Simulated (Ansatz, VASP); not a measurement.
Two plane-wave programs on Lu

The input INCAR:

```
  PREC = Accurate
  ENCUT = 520
  EDIFF = 1E-6
  ISMEAR = -1
  SIGMA = 0.1
  LREAL = F
  LASPH = T
  NELM = 100
  ALGO = Normal
  ISIF = 2
  LWAVE = F
  LCHARG = T
  GGA = RE
  LELF = T
  LVHAR = T
  NBANDS = 18
```

The input KPOINTS:

```
Automatic mesh
0
Gamma
  12 12 12
```

Contents of POSCAR:

```
Lu
1.0
    0.0000000000      2.4378075185      2.4378075185
    2.4378075185      0.0000000000      2.4378075185
    2.4378075185      2.4378075185      0.0000000000
Lu
1
Direct
    0.0000000000      0.0000000000      0.0000000000
```

Input for Ansatz:

```yaml
crystal:
  lattice:
    - [0.0, 2.4378075185, 2.4378075185]
    - [2.4378075185, 0.0, 2.4378075185]
    - [2.4378075185, 2.4378075185, 0.0]
  atoms:
    - { symbol: Lu, position: [0.0, 0.0, 0.0] }
hamiltonian:
  xc: revpbe
  pseudopotentials:
    kind: paw
    azcp:
      Lu: "pseudopotentials/Lu.paw.azcp"
basis:
  ecutwfc: 420
  fft_grid_basis: typed
kpoints:
  mp_grid: { grid: [12, 12, 12], shift: [0, 0, 0] }
magnetization:
  spin_polarized: false
scf:
  occupations: { method: fermi_dirac, width: 0.1 }
  lower_state_search: "off"
output:
  stress: true
```

Alike in both runs: task single point; functional revPBE; k mesh 12 × 12 × 12; occupations fermi-dirac, width 0.1 eV; no spin polarisation.

```csv
,VASP,Ansatz
version,VASP 6.6.1,Ansatz 0.2.0
potentials or method,"VASP PAW PBE potentials, release 64 (Lu), cutoff 520 eV","plane waves (420 eV) with PAW, scalar-relativistic"
valence electrons in the cell,25,25
```

|  | VASP | Ansatz | Ansatz less VASP |
| --- | --- | --- | --- |
| pressure (GPa) | 1.9 | 1.7 | -0.12 |

VASP's potentials were made for PBE, not for revPBE.

Spin-orbit coupling is off throughout.
